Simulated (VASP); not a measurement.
# Cd2FeH4O2 (C2/m) in VASP: single point with PBE

Aim: the single point of Cd2FeH4O2 with PBE.

All numbers are computed with VASP 6.6.1; they aren't measurements. Logs are shortened: lines on timing, memory, paths and dates and some standing lists are left out, and cuts for length are marked.

### Step 1. The cell of the first run

Symmetry: C2/m, No. 12, monoclinic system. The conventional cell has a = 7.144 Å, b = 8.277 Å, c = 3.547 Å, α = 90.00°, β = 98.20°, γ = 90.00°. O (site symmetry 2) has 2 H at 0.89 Å within 1.2 Å. Fe (site symmetry 2/m) has 2 O at 2.00 Å and 4 Cd at 2.42 to 2.47 Å and 4 H at 2.65 Å within 2.7 Å. Within 1.2 Å of H (site symmetry 1) lie 1 O at 0.89 Å. Within 2.9 Å of Cd (site symmetry m) lie 2 H at 2.22 Å and 2 Fe at 2.42 to 2.47 Å.

### Step 2. Single point, PBE

Contents of POSCAR:

```
Cd2FeH4O2
1.0
    3.5719060000      4.1384840000      0.0000000000
    3.5719060000     -4.1384840000      0.0000000000
    0.5059400000      0.0000000000     -3.5110010000
O Fe H Cd
2 1 4 2
Direct
    0.2419000000      0.7581000000      0.0000000000
    0.7581000000      0.2419000000      0.0000000000
    0.0000000000      0.0000000000      0.0000000000
    0.3866000000      0.7704000000      0.8558000000
    0.2296000000      0.6134000000      0.1442000000
    0.6134000000      0.2296000000      0.1442000000
    0.7704000000      0.3866000000      0.8558000000
    0.2381000000      0.2381000000      0.4396000000
    0.7619000000      0.7619000000      0.5604000000
```

Contents of INCAR.step1:

```
SYSTEM = Cd2FeH4O2
PREC = Accurate ; ENCUT = 520
EDIFF = 1E-6 ; ISMEAR = -1
SIGMA = 0.1 ; LREAL = .False.
LASPH = .True. ; NELM = 60
ALGO = Normal ; ISIF = 2
LWAVE = .False. ; LCHARG = .True.
LMAXMIX = 4 ; GGA = PE
NBANDS = 34
```

Contents of KPOINTS.step1:

```
Automatic mesh
0
Gamma
  5 5 7
  0 0 0
```

Contents of INCAR.step2:

```
SYSTEM = Cd2FeH4O2
PREC = Accurate ; ENCUT = 520
EDIFF = 1E-6 ; ISMEAR = -5
SIGMA = 0.1 ; LREAL = .False.
LASPH = .True. ; NELM = 60
ALGO = Normal ; ISIF = 2
LWAVE = .False. ; LCHARG = .False.
LMAXMIX = 4 ; GGA = PE
LORBIT = 10 ; NBANDS = 34
NEDOS = 2001 ; ICHARG = 11
```

Contents of KPOINTS.step2:

```
Automatic mesh
0
Gamma
  8 8 11
  0 0 0
```

Potentials or basis: VASP PAW PBE potentials, release 64 (O, Fe, H, Cd).

On the command line:

```console
$ cat potpaw_PBE.64/O/POTCAR potpaw_PBE.64/Fe/POTCAR potpaw_PBE.64/H/POTCAR potpaw_PBE.64/Cd/POTCAR > POTCAR
$ cp INCAR.step1 INCAR
$ cp KPOINTS.step1 KPOINTS
$ mpirun -np 1 vasp_std > vasp.out
$ cp INCAR.step2 INCAR
$ cp KPOINTS.step2 KPOINTS
$ mpirun -np 1 vasp_std > vasp.out
```

OUTCAR:

```text
SYSTEM = Cd2FeH4O2
   PREC = Accurate
   ENCUT = 520
   EDIFF = 1E-6
   ISMEAR = -5
   LREAL = .False.
   LASPH = .True.
   NELM = 60
   ISIF = 2
   GGA = PE
   LORBIT = 10
   ICHARG = 11

 ion  position               nearest neighbor table
   1  0.242  0.758  0.000-   4 0.89   5 0.89   3 2.00
   2  0.758  0.242  0.000-   6 0.89   7 0.89   3 2.00
   3  0.000  0.000  0.000-   1 2.00   2 2.00   9 2.42   8 2.42   9 2.47   8 2.47
   4  0.387  0.770  0.856-   1 0.89   9 2.22
   5  0.230  0.613  0.144-   1 0.89   8 2.22
   6  0.613  0.230  0.144-   2 0.89   8 2.22
   7  0.770  0.387  0.856-   2 0.89   9 2.22
   8  0.238  0.238  0.440-   5 2.22   6 2.22   3 2.42   3 2.47   9 3.37
   9  0.762  0.762  0.560-   4 2.22   7 2.22   3 2.42   3 2.47   8 3.37

  LATTYP: Found a base centered monoclinic cell.
 ALAT       =     7.1438120000
 B/A-ratio  =     1.1586206356
 C/A-ratio  =     0.4965510038
 COS(beta)  =    -0.1426281126

  Lattice vectors:

 A1 = (  -3.5719060000,  -4.1384840000,   0.0000000000)
 A2 = (  -3.5719060000,   4.1384840000,   0.0000000000)
 A3 = (   0.5059400000,   0.0000000000,  -3.5110010000)

Analysis of symmetry for initial positions (statically):
=====================================================================
 Subroutine PRICEL returns:
 Original cell was already a primitive cell.

 Routine SETGRP: Setting up the symmetry group for a
 base centered monoclinic supercell.

 Subroutine GETGRP returns: Found  4 space group operations
 (whereof  4 operations were pure point group operations)
 out of a pool of  4 trial point group operations.

The static configuration has the point symmetry C_2h.

Analysis of symmetry for dynamics (positions and initial velocities):
=====================================================================
 Subroutine PRICEL returns:
 Original cell was already a primitive cell.

 Routine SETGRP: Setting up the symmetry group for a
 base centered monoclinic supercell.

 Subroutine GETGRP returns: Found  4 space group operations
 (whereof  4 operations were pure point group operations)
 out of a pool of  4 trial point group operations.

The dynamic configuration has the point symmetry C_2h.

 Subroutine INISYM returns: Found  4 space group operations
[... 123 lines left out ...]
   PSTRESS=    0.0 pullay stress
   NELECT =      48.0000    total number of electrons
   NUPDOWN=      -1.0000    fix difference up-down
   EMIN   =  10.00;   EMAX   =-10.00  energy-range for DOS
   EFERMI =   0.00;   METHOD = LEGACY
   ISMEAR =    -5;   SIGMA  =   0.10  broadening in eV -4-tet -1-fermi 0-gaus
   EFERMI_NEDOS =   21; number of points for ismear=-14 and -15
   IALGO  =     38    algorithm
   IMIX   =      4    mixing-type and parameters
     AMIX     =   0.40;   BMIX     =  1.00
     AMIX_MAG =   1.60;   BMIX_MAG =  1.00
  volume/ion in A,a.u.               =      11.53        77.83
  Fermi-wavevector in a.u.,A,eV,Ry     =   1.265963  2.392324 21.805559  1.602663
  Thomas-Fermi vector in A             =   2.399189
   LORBIT       =     10    0 simple, 1 ext, 2 COOP (PROOUT), +10 PAW based schemes
   GGA     = PE    functional components
   LHFCALC =     F    Hartree Fock is set to
   AEXX    =    0.0000 exact exchange contribution
   IVDW    =     0    specifies the selected vdW correction
   LEPSILON=     F    determine dielectric tensor
   LRPA    =     F    only Hartree local field effects (RPA)
 non-spin polarized calculation
 Fermi weights with tetrahedron method with Bloechl corrections
  energy-cutoff  :      520.00
  volume of cell :      103.80
 maximum number of plane-waves:      2821
 NGX is ok and might be reduce to    42

 number of electron      47.9999973 magnetization

 Free energy of the ion-electron system (eV)
  ---------------------------------------------------
  ext. energy  EPLUGINS =         0.00000000
  ---------------------------------------------------
  free energy    TOTEN  =       -32.50145870 eV

  energy without entropy =      -32.50145870  energy(sigma->0) =      -32.50145870

 E-fermi :   2.4506     XC(G=0):  -9.7747

 val. band max:        2.4976958230   @ k =   0.2500   0.0000   0.4545
 cond. band min:       2.3904356008   @ k =   0.3750   0.3750   0.0909
 fundamental gap:     -0.1072602221
 Fermi energy:         2.4506051659

 k-point     1 :       0.0000    0.0000    0.0000
  band No.  band energies     occupation
      1     -21.8177      2.00000
      2     -21.7106      2.00000
      3      -9.4948      2.00000
      4      -9.2171      2.00000
      5      -6.9094      2.00000
      6      -6.7122      2.00000
[... 877 lines left out ...]
     33      10.1787      0.00000
     34      11.5735      0.00000

 [... further k-points ...]
[... 5 lines left out ...]
  --------------------------------------------------------------------------------------
  -------------------------------------------------------------------------------------
  Total       14.7495780     13.4554874     15.6560611      0.0000000      0.0000000     10.1875869
  in kB      227.6606265    207.6862603    241.6522486      0.0000000      0.0000000    157.2460189
  external PRESSURE =     225.6663785 kB  Pullay stress =       0.0000000 kB

 VOLUME and BASIS-vectors are now :
 -----------------------------------------------------------------------------
  energy-cutoff  :      520.00
  volume of cell :      103.80
      direct lattice vectors                 reciprocal lattice vectors
     3.571906000  4.138484000  0.000000000     0.139981287  0.120817188  0.020171493
     3.571906000 -4.138484000  0.000000000     0.139981287 -0.120817188  0.020171493
     0.505940000  0.000000000 -3.511001000     0.000000000  0.000000000 -0.284819059

 POSITION                                       TOTAL-FORCE (eV/Angst)
 -----------------------------------------------------------------------------------
      3.57191     -2.13629      0.00000         0.000000     -6.934077      0.000000
      3.57191      2.13629      0.00000         0.000000      6.934077      0.000000
      0.00000      0.00000      0.00000         0.000000     -0.000000      0.000000
      4.56568     -1.58835     -3.00471         3.366219      3.159631      3.431981
      3.08407     -1.58835     -0.50629        -3.366219      3.159631     -3.431981
      3.08407      1.58835     -0.50629        -3.366219     -3.159631     -3.431981
      4.56568      1.58835     -3.00471         3.366219     -3.159631      3.431981
      1.92335      0.00000     -1.54344         0.953737     -0.000000     -0.108756
      5.72640      0.00000     -1.96756        -0.953737     -0.000000      0.108756
 -----------------------------------------------------------------------------------
    total drift:                                0.000000      0.000000      0.000000

  FREE ENERGIE OF THE ION-ELECTRON SYSTEM (eV)
  ---------------------------------------------------
  free  energy   TOTEN  =       -32.5014587015 eV

  energy  without entropy=      -32.5014587015  energy(sigma->0) =      -32.50145870

 total charge

# of ion       s       p       d       tot
------------------------------------------
    1        1.577   3.784   0.000   5.361
    2        1.577   3.784   0.000   5.361
    3        0.368   0.387   6.563   7.318
    4        0.715   0.213   0.000   0.928
    5        0.715   0.213   0.000   0.928
    6        0.715   0.213   0.000   0.928
    7        0.715   0.213   0.000   0.928
    8        0.701   0.255   9.486  10.442
    9        0.701   0.255   9.486  10.442
--------------------------------------------------
tot          7.783   9.320  25.536  42.638
```

Run time: 8.7 min. Hardware: 1 thread of Intel Xeon Platinum 8488C (Sapphire Rapids), shared host; peak memory 0.71 GiB.

Results:

| Property | Result |
| --- | --- |
| Valence electrons inside the program's atomic spheres | O 5.36; Fe 7.32; H 0.93; Cd 10.44 |

Levels at points of the mesh, in eV from the Fermi level:
```
           k point  band 21  band 22  band 23  band 24  band 25  band 26  band 27  band 28
(0.00, 0.00, 0.00)    -1.68    -0.55    -0.31    -0.16    -0.01     2.22     2.77     3.78
(0.50, 0.00, 0.00)    -0.86    -0.69    -0.31    -0.18     0.73     1.70     2.28     2.58
(0.50, 0.50, 0.00)    -1.93    -0.84    -0.80    -0.33    -0.19     0.18     1.81     4.63
```

Caveat: the run has no spin polarisation, though such a crystal can be magnetic. Spin polarisation is off, so any magnetic state and its effect on volume and gap are missing.
